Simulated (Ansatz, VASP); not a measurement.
Au in VASP and in Ansatz

The input POSCAR:

```
Au
1.0
   -1.6056468573      1.9456594895      1.4276107963
    1.9456594895     -1.6056468573      1.4276107963
    3.3575401786      3.3575401786     -0.8048770376
Au
2
Direct
    0.0413258597      0.9586741403      0.0000000000
    0.7086741403      0.2913258597      0.5000000000
```

Contents of INCAR.step1:

```
SYSTEM = Au
PREC = Accurate ; ENCUT = 520
ISMEAR = -1 ; SIGMA = 0.1
LREAL = .False. ; LASPH = .True.
NELM = 60 ; NBANDS = 18
GGA = PE ; ALGO = Normal
EDIFF = 1E-4 ; LWAVE = .True.
LCHARG = .False.
```

The input INCAR.step2:

```
SYSTEM = Au
PREC = Accurate ; ENCUT = 520
EDIFF = 1E-7 ; ISMEAR = -1
SIGMA = 0.1 ; LREAL = .False.
LASPH = .True. ; NELM = 60
ALGO = Normal ; ISIF = 2
LWAVE = .False. ; LCHARG = .False.
METAGGA = R2SCAN ; LMIXTAU = .True.
NBANDS = 18 ; ISTART = 1
```

File KPOINTS:

```
regular mesh
0
Gamma
  14 14 8
  0 0 0
```

Input for Ansatz:

```yaml
crystal:
  lattice:
    - [-1.6056468573, 1.9456594895, 1.4276107963]
    - [1.9456594895, -1.6056468573, 1.4276107963]
    - [3.3575401786, 3.3575401786, -0.8048770376]
  atoms:
    - { symbol: Au, position: [0.0413258597, 0.9586741403, 0.0] }
    - { symbol: Au, position: [0.7086741403, 0.2913258597, 0.5] }
hamiltonian:
  xc: r2scan
  pseudopotentials:
    kind: paw
    azcp:
      Au: "pseudopotentials/Au.paw.azcp"
basis:
  ecutwfc: 500
  fft_grid_basis: typed
kpoints:
  mp_grid: { grid: [14, 14, 8], shift: [0, 0, 0] }
magnetization:
  spin_polarized: false
scf:
  occupations: { method: fermi_dirac, width: 0.1 }
  lower_state_search: "off"
output:
  stress: true
  write_density: true
  write_potential: true
  elf: true
  volumetric_format: npy
```

Alike in both runs: task single point; functional r2SCAN; k mesh 14 × 14 × 8; occupations fermi-dirac, width 0.1 eV; no spin polarisation.

|  | VASP | Ansatz |
| --- | --- | --- |
| version | VASP 6.6.1 | Ansatz 0.2.0 |
| potentials or method | VASP PAW PBE potentials, release 64 (Au), cutoff 520 eV | plane waves (500 eV) with PAW, scalar-relativistic |
| valence electrons in the cell | 22 | 38 |

|  | VASP | Ansatz | Ansatz less VASP |
| --- | --- | --- | --- |
| pressure (GPa) | 0.9 | 0.7 | -0.27 |
| traceless stress, the component that is largest in VASP (GPa) | 0.26 | 0.27 | +0.013 |

VASP's potentials were made for PBE, not for r2SCAN. VASP's potentials hold 22 valence electrons a cell and Ansatz's 38, so a difference there can come from the potentials and not from the codes.

Neither program's run includes spin-orbit coupling.
